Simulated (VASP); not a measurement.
# SiO2 (P4_2nm) in VASP: a series of runs, part 2 of 2

VASP 6.6.1. Earlier steps stand in the parts before.

## 3. Single point, PBE

Contents of INCAR:

```
PREC     = Accurate       # precision mode
ENCUT    = 520            # plane-wave cutoff, eV
EDIFF    = 1E-7           # SCF threshold, eV
ISMEAR   = 0              # smearing method
SIGMA    = 0.05           # smearing width, eV
LREAL    = False          # projectors in reciprocal space
LASPH    = True           # aspherical terms in the spheres
NELM     = 80             # most SCF steps
ALGO     = Normal         # electronic algorithm
ISIF     = 2              # what is computed and relaxed
LWAVE    = False          # write WAVECAR
LCHARG   = True           # write CHGCAR
GGA      = PE             # functional
LELF     = True           # ELF
LVHAR    = True         
NBANDS   = 25             # bands
```

Contents of KPOINTS:

```
regular mesh
0
Gamma
  6 6 8
```

Contents of POSCAR:

```
SiO2
1.0
    4.2361165246      0.0000000000      0.0000000000
    0.0000000000      4.2361165246      0.0000000000
    0.0000000000      0.0000000000      2.6904781099
Si O
2 4
Direct
    0.5000000000      0.5000000000      0.4907079712
    0.0000000000      0.0000000000     -0.0092920288
    0.6930152168      0.6930152168      0.0000000000
    0.1930152168      0.8069847832      0.5000000000
    0.3069847832      0.3069847832      0.0000000000
    0.8069847832      0.1930152168      0.5000000000
```

Potentials or basis: VASP PAW PBE potentials, release 64 (Si, O).

Launch:

```
$ cat potpaw_PBE.64/Si/POTCAR potpaw_PBE.64/O/POTCAR > POTCAR
$ mpirun -np 1 vasp_std > vasp.out
```

OUTCAR:

```text
PREC = Accurate
   ENCUT = 520
   EDIFF = 1E-7
   ISMEAR = 0
   LREAL = False
   LASPH = True
   NELM = 80
   ISIF = 2
   GGA = PE

 ion  position               nearest neighbor table
   1  0.500  0.500  0.491-   3 1.76   5 1.76   3 1.79   5 1.79   4 1.84   6 1.84
   2  0.000  0.000  0.991-   4 1.76   6 1.76   4 1.79   6 1.79   5 1.84   3 1.84
   3  0.693  0.693  0.000-   1 1.76   1 1.79   2 1.84
   4  0.193  0.807  0.500-   2 1.76   2 1.79   1 1.84
   5  0.307  0.307  0.000-   1 1.76   1 1.79   2 1.84
   6  0.807  0.193  0.500-   2 1.76   2 1.79   1 1.84

  LATTYP: Found a simple tetragonal cell.
 ALAT       =     4.2361165246
 C/A-ratio  =     0.6351284471

  Lattice vectors:

 A1 = (   4.2361165246,   0.0000000000,   0.0000000000)
 A2 = (   0.0000000000,   4.2361165246,   0.0000000000)
 A3 = (   0.0000000000,   0.0000000000,   2.6904781099)

Analysis of symmetry for initial positions (statically):
=====================================================================
 Subroutine PRICEL returns:
 Original cell was already a primitive cell.

 Routine SETGRP: Setting up the symmetry group for a
 simple tetragonal supercell.

 Subroutine GETGRP returns: Found  8 space group operations
 (whereof  4 operations were pure point group operations)
 out of a pool of 16 trial point group operations.

The static configuration has the point symmetry C_2v.
 The point group associated with its full space group is C_4v.

Analysis of symmetry for dynamics (positions and initial velocities):
=====================================================================
 Subroutine PRICEL returns:
 Original cell was already a primitive cell.

 Routine SETGRP: Setting up the symmetry group for a
 simple tetragonal supercell.

 Subroutine GETGRP returns: Found  8 space group operations
 (whereof  4 operations were pure point group operations)
 out of a pool of 16 trial point group operations.
[... 131 lines left out ...]
  volume/ion in A,a.u.               =       8.05        54.30
  Fermi-wavevector in a.u.,A,eV,Ry     =   1.427369  2.697337 27.720287  2.037384
  Thomas-Fermi vector in A             =   2.547546
   LORBIT       =      0    0 simple, 1 ext, 2 COOP (PROOUT), +10 PAW based schemes
   GGA     = PE    functional components
   LHFCALC =     F    Hartree Fock is set to
   AEXX    =    0.0000 exact exchange contribution
   IVDW    =     0    specifies the selected vdW correction
   LEPSILON=     F    determine dielectric tensor
   LRPA    =     F    only Hartree local field effects (RPA)
 non-spin polarized calculation
 Gauss-broadening in eV      SIGMA  =   0.05
  energy-cutoff  :      520.00
  volume of cell :       48.28
 maximum number of plane-waves:      1336
 NGX is ok and might be reduce to    32
   NGX = 15   NGY = 15   NGZ = 11

 number of electron      31.9999991 magnetization

 Free energy of the ion-electron system (eV)
  ---------------------------------------------------
  ext. energy  EPLUGINS =         0.00000000
  ---------------------------------------------------
  free energy    TOTEN  =       -46.30306824 eV

  energy without entropy =      -46.30306824  energy(sigma->0) =      -46.30306824

 E-fermi :   8.0148     XC(G=0): -12.0795

 val. band max:        7.7295018214   @ k =   0.0000   0.0000   0.0000
 cond. band min:      12.7503724498   @ k =   0.0000   0.0000   0.0000
 fundamental gap:      5.0208706284
 Fermi energy:         8.0148094743

 k-point     1 :       0.0000    0.0000    0.0000
  band No.  band energies     occupation
      1     -14.4811      2.00000
      2     -11.0213      2.00000
      3     -11.0213      2.00000
      4     -10.8651      2.00000
      5      -2.8740      2.00000
      6       1.4946      2.00000
[... 661 lines left out ...]
     24      20.5058      0.00000
     25      21.2780      0.00000

 [... further k-points ...]

------------------------ aborting loop because EDIFF is reached ----------------------------------------

  FORCE on cell =-STRESS in cart. coord.  units (eV):
  Direction    XX          YY          ZZ          XY          YZ          ZX
  --------------------------------------------------------------------------------------
  -------------------------------------------------------------------------------------
  Total        0.0163984      0.0163984      0.2339037      0.0000000      0.0000000      0.0000000
  in kB        0.5441860      0.5441860      7.7621565      0.0000000      0.0000000      0.0000000
  external PRESSURE =       2.9501762 kB  Pullay stress =       0.0000000 kB

 VOLUME and BASIS-vectors are now :
 -----------------------------------------------------------------------------
  energy-cutoff  :      520.00
  volume of cell :       48.28
      direct lattice vectors                 reciprocal lattice vectors
     4.236116525  0.000000000  0.000000000     0.236065272  0.000000000  0.000000000
     0.000000000  4.236116525  0.000000000     0.000000000  0.236065272  0.000000000
     0.000000000  0.000000000  2.690478110     0.000000000  0.000000000  0.371681151

 POSITION                                       TOTAL-FORCE (eV/Angst)
 -----------------------------------------------------------------------------------
      2.11806      2.11806      1.32024         0.000000      0.000000      0.551942
      0.00000      0.00000      2.66548         0.000000      0.000000      0.551942
      2.93569      2.93569      0.00000         0.026995      0.026995     -0.275971
      0.81763      3.41848      1.34524         0.026995     -0.026995     -0.275971
      1.30042      1.30042      0.00000        -0.026995     -0.026995     -0.275971
      3.41848      0.81763      1.34524        -0.026995      0.026995     -0.275971
 -----------------------------------------------------------------------------------
    total drift:                               -0.000000      0.000000      0.000054

  FREE ENERGIE OF THE ION-ELECTRON SYSTEM (eV)
  ---------------------------------------------------
  free  energy   TOTEN  =       -46.3030682377 eV

  energy  without entropy=      -46.3030682377  energy(sigma->0) =      -46.30306824
```

OSZICAR:

```text
N       E                     dE             d eps       ncg     rms          rms(c)
DAV:   1     0.134739025475E+03    0.13474E+03   -0.17521E+04  2508   0.123E+03
DAV:   2    -0.439349667778E+02   -0.17867E+03   -0.17111E+03  3161   0.276E+02
DAV:   3    -0.508404942141E+02   -0.69055E+01   -0.68760E+01  3360   0.522E+01
DAV:   4    -0.508843742030E+02   -0.43880E-01   -0.43868E-01  2868   0.487E+00
DAV:   5    -0.508847418473E+02   -0.36764E-03   -0.36756E-03  3366   0.419E-01    0.170E+01
DAV:   6    -0.462327300373E+02    0.46520E+01   -0.13184E+01  3099   0.243E+01    0.770E+00
DAV:   7    -0.462831991498E+02   -0.50469E-01   -0.77717E-01  3079   0.497E+00    0.287E+00
DAV:   8    -0.462962770246E+02   -0.13078E-01   -0.26484E-02  3149   0.140E+00    0.108E+00
DAV:   9    -0.463028754425E+02   -0.65984E-02   -0.97512E-03  3201   0.830E-01    0.260E-01
DAV:  10    -0.463030929107E+02   -0.21747E-03   -0.58159E-04  3168   0.170E-01    0.475E-02
DAV:  11    -0.463030668663E+02    0.26044E-04   -0.98348E-05  3213   0.713E-02    0.103E-02
DAV:  12    -0.463030681285E+02   -0.12622E-05   -0.65778E-06  3052   0.179E-02    0.383E-03
DAV:  13    -0.463030682495E+02   -0.12102E-06   -0.74687E-07  3256   0.610E-03    0.372E-03
DAV:  14    -0.463030682377E+02    0.11830E-07   -0.20527E-08  2099   0.101E-03
   1 F= -.46303068E+02 E0= -.46303068E+02  d E =-.708427E-18
```

Wall time 46 s (1 thread of Intel Xeon 8259CL, shared host); peak memory 0.18 GiB.

Results:

```
Free energy            : -46.3031 eV
Pressure               : 0.3 GPa
Largest force          : 0.552 eV/Å
Band gap on the k mesh : 5.02 eV
```

Forces in eV/Å, atoms in the order of the input:
```
Si   0.000  0.000  0.552
Si   0.000  0.000  0.552
O    0.027  0.027 -0.276
O    0.027 -0.027 -0.276
O   -0.027 -0.027 -0.276
O   -0.027  0.027 -0.276
```

Caveat: the cell differs from its parent crystal (all Si atoms moved +0.025 Å, as atom 1 towards its neighbour atom 1 (Si) at 2.690 Å).
